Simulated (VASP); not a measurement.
MgO (ae): relaxation of cell and atoms with PBE

The system is MgO (ae).

```
Mg O
1.0
     0.00000    2.11611    2.11611
     2.11611    0.00000    2.11611
     2.11611    2.11611    0.00000
Mg O
1 1
Direct
  0.00000 0.00000 0.00000
  0.50000 0.50000 0.50000
```

```
Program                : VASP 6.6.1
Task                   : relaxation of cell and atoms
Functional             : PBE
Potentials or basis    : VASP PAW PBE potentials, release 64 (Mg, O)
Cutoff                 : 600 eV
k mesh                 : 10 × 10 × 10
Occupations            : gaussian, width 0.02 eV
Spin                   : no spin polarisation
Target pressure        : 4.3 GPa
Dipole correction      : no
Further INCAR settings : ALGO = Normal; EDIFF = 1e-07; IBRION = 2; EDIFFG = -0.003; NSW = 50; ISIF = 3
```

- Relaxed volume: 9.31 Å³/atom
- Relaxed cell: a = 2.975 Å, b = 2.975 Å, c = 2.975 Å, α = 60.00°, β = 60.00°, γ = 60.00°
- Space group after relaxing (to 0.05 Å): Fm-3m (No. 225)
- Energy change on relaxing (the enthalpy is what falls): +3.0 meV/atom
- Ionic steps: 3
- Pressure after relaxing: 4.3 GPa
- Band gap on the k mesh: 4.76 eV, direct

The path:
| step | energy change (eV) | largest force (eV/Å) | pressure (GPa) | volume (Å³) |
| --- | --- | --- | --- | --- |
| 1 | 0.0000 | 0.0000 | 1.37 | 18.95 |
| 2 | 0.0100 | 0.0000 | 5.55 | 18.48 |
| 3 | 0.0059 | 0.0000 | 4.31 | 18.61 |

Final structure:
```
Mg O
1.0
     0.00000    2.10348    2.10348
     2.10348    0.00000    2.10348
     2.10348    2.10348    0.00000
Mg O
1 1
Direct
  0.00000 0.00000 0.00000
  0.50000 0.50000 0.50000
```

Levels at points of the mesh, in eV from the valence-band top:
```csv
k point,band 1,band 2,band 3,band 4,band 5,band 6,band 7,band 8
"(0.00, 0.00, 0.00)",-17.28,0.00,0.00,0.00,4.76,15.82,15.82,15.82
"(0.50, 0.00, 0.00)",-15.99,-4.63,-0.66,-0.66,7.92,12.65,16.35,16.35
"(0.50, 0.50, 0.00)",-15.73,-4.10,-1.35,-1.35,9.13,10.01,13.14,19.03
```

Run time: 30 s on 1 thread of Intel Xeon 8259CL (shared host), peak memory 0.15 GiB.

Caveat: the cell is relaxed towards a set pressure, so the enthalpy falls and the energy may rise. As with any semilocal functional, this PBE gap is likely too small.
